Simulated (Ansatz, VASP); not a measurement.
## CaO3 in VASP and in Ansatz

```xyz
4
Lattice="4.4740 0.0000 0.0000 -2.2370 3.8746 0.0000 0.0000 0.0000 6.1925" Properties=species:S:1:pos:R:3 pbc="T T T"
Ca    0.0000    0.0000    0.0000
O     2.2370    0.0000    0.0000
O    -1.1185    1.9373    0.0000
O     1.1185    1.9373    0.0000
```

Alike in both runs: functional PBE; k mesh 12 × 12 × 10; occupations gaussian, width 0.1 eV; no spin polarisation.

Ansatz relaxed the structure, and its values are those at the end. VASP's run is a single point on that final structure, the one shown.

|  | VASP | Ansatz |
| --- | --- | --- |
| version | VASP 6.6.1 | Ansatz 0.2.0 |
| potentials or method | VASP PAW PBE potentials, release 64 (Ca_sv, O), cutoff 520 eV | scalar-relativistic, plane waves, PAW |
| valence electrons in the cell | 28 | 28 |

Ansatz gave:

- gap on the k mesh at the Fermi level (eV): none
- pressure (GPa): 0.0

**Question.** Which values does VASP return?

**Answer.** gap on the k mesh at the Fermi level (eV): none; pressure (GPa): 0.2.

A gap of «none» marks a metal or a gap that the smearing closes. With one functional, cell and mesh, what is left measures potentials, basis and numerics. Ansatz's warnings: xc potential rough in thin density.
